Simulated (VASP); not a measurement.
AgBr2:

```
Ag Br
1.0
     4.43521    0.00000    0.00000
     0.00000    4.43521    0.00000
     0.00000    0.00000    6.27233
Ag Br
1 2
Cartesian
  0.0000 0.0000 0.0000
  2.2176 0.0000 1.5681
  0.0000 2.2176 4.7042
```

This cell differs from its parent crystal: atoms taken out.

| Property | Result |
| --- | --- |
| Program | VASP 6.6.1 |
| Task | relaxation of cell and atoms |
| Functional | PBE |
| Potentials or basis | VASP PAW PBE potentials, release 64 (Ag_sv_GW, Br) |
| Cutoff | 630 eV |
| k mesh | 4 × 4 × 4 |
| Occupations | gaussian, width 0.1 eV |
| Spin | no spin polarisation |

At the start: pressure -2.5 GPa; volume 41.13 Å³/atom.

How do energy, volume and symmetry change on relaxing?

Over 11 steps the energy falls by 63.8 meV/atom and the volume is 32.94 Å³/atom (-19.9 %); space group P-4m2 (No. 115, to 0.1 Å) before and after.

The path:
| step | energy change (eV) | largest force (eV/Å) | pressure (GPa) | volume (Å³) |
| --- | --- | --- | --- | --- |
| 1 | 0.0000 | 0.4778 | -2.51 | 123.38 |
| 2 | -0.1361 | 0.0775 | -0.81 | 112.25 |
| 3 | -0.1454 | 0.0850 | -0.07 | 109.07 |
| 4 | -0.1454 | 0.1003 | 0.00 | 108.80 |
| 5 | -0.1479 | 0.0991 | 0.01 | 108.49 |
| 6 | -0.1557 | 0.0947 | 0.00 | 107.56 |
| 7 | -0.1708 | 0.0714 | -0.04 | 105.62 |
| 8 | -0.1888 | 0.0542 | -0.25 | 101.50 |
| 9 | -0.1896 | 0.0857 | -0.31 | 100.56 |
| 10 | -0.1906 | 0.0230 | 0.33 | 97.67 |
| 11 | -0.1913 | 0.0215 | 0.06 | 98.82 |

Final structure:
```
Ag Br
1.0
     3.87858    0.00000    0.00000
     0.00000    3.87858    0.00000
     0.00000    0.00000    6.56882
Ag Br
1 2
Direct
  0.00000 0.00000 0.00000
  0.50000 0.00000 0.26289
  0.00000 0.50000 0.73711
```

Caveat: the cell differs from its parent crystal (atoms taken out); the volume moved by over 15 % at a fixed basis, so the end points are rough; this functional lacks dispersion, which binds layers or chains, so the pressure and a relaxed spacing across them are unreliable; an odd number of electrons without spin polarisation forces a metal; a magnetic or distorted state may lie lower.
